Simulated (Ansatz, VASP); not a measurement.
**CdSe in VASP and in Ansatz**

```xyz
2
Lattice="4.0644 0.0000 0.0000 2.0322 3.5199 0.0000 2.0322 1.1733 3.3186" Properties=species:S:1:pos:R:3 pbc="T T T"
Cd    0.0000    0.0000    0.0000
Se    4.0644    2.3466    1.6593
```

Alike in both runs: task single point; functional LDA; k mesh 6 × 6 × 6; no spin polarisation.

```csv
,VASP,Ansatz
version,VASP 6.6.1,Ansatz 0.2.0
potentials or method,"VASP PAW LDA potentials, release 64 (Cd, Se), cutoff 520 eV","plane waves, PAW"
occupations,"methfessel-paxton of order 1, width 0.05 eV","cold, width 0.05 eV"
valence electrons in the cell,18,36
```

```csv
,VASP,Ansatz,Ansatz less VASP
pressure (GPa),-5.5,-5.9,-0.43
```

LDA's correlation is that of Perdew and Zunger in VASP and of Perdew and Wang (1992) in Ansatz. VASP's potentials hold 18 valence electrons a cell and Ansatz's 36, so a difference there can come from the potentials and not from the codes.
